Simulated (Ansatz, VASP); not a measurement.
One calculation of Al, two programs

```
CELL_PARAMETERS angstrom
0.00000 2.02105 2.02105
2.02105 0.00000 2.02105
2.02105 2.02105 0.00000
ATOMIC_POSITIONS crystal
Al 0.00000 0.00000 0.00000
```

Alike in both runs: functional PBE; k mesh 12 × 12 × 12; occupations methfessel-paxton of order 1, width 0.4 eV; no spin polarisation.

Ansatz relaxed the structure, and its values are those at the end. VASP's run is a single point on that final structure, the one shown.

|  | VASP | Ansatz |
| --- | --- | --- |
| version | VASP 6.6.1 | Ansatz 0.2.0 |
| potentials or method | VASP PAW PBE potentials, release 64 (Al) | scalar-relativistic, plane waves, PAW |
| plane-wave cutoff (eV) | 520 | 420 |
| valence electrons in the cell | 3 | 3 |

```csv
,VASP,Ansatz,Ansatz less VASP
gap on the k mesh at the Fermi level (eV),none,none,-
pressure (GPa),0.0,0.0,+0.04
```

A gap of «none» marks a metal or a gap that the smearing closes.
